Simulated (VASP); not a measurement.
Co, 2 atoms in the cell. It takes space group P6_3/mmc (No. 194, hexagonal). The conventional cell has a = 2.422 Å, b = 2.422 Å, c = 3.939 Å, α = 90.00°, β = 90.00°, γ = 120.00°. Within 3.2 Å of Co (site symmetry -6m2) lie 12 Co at 2.42 Å. 

| Property | Result |
| --- | --- |
| Program | VASP 6.6.1 |
| Task | single point |
| Functional | PBE exchange alone |
| Potentials or basis | VASP PAW PBE potentials, release 64 (Co) |
| Cutoff | 520 eV |
| k mesh | 12 × 12 × 7 |
| Occupations | fermi-dirac, width 0.05 eV |
| Spin | collinear spin, ferromagnetic start |
| Starting moments | [2.0, 2.0] μB |
| Dipole correction | no |
| Further INCAR settings | ALGO = Fast; EDIFF = 1e-06; NBANDS = 20 |

Potentials or basis: VASP PAW PBE potentials, release 64 (Co).

Command:

```console
$ cat potpaw_PBE.64/Co/POTCAR > POTCAR
$ mpirun -np 1 vasp_std > vasp.out
```

Hardware: 1 thread of Intel Xeon 8259CL, with other jobs on the host.

Task: Estimate the wall time of this run.

Result: It took 100 s on 1 thread of Intel Xeon 8259CL (shared host), peak memory 0.16 GiB. Counts: scf iterations 15, k points 76.
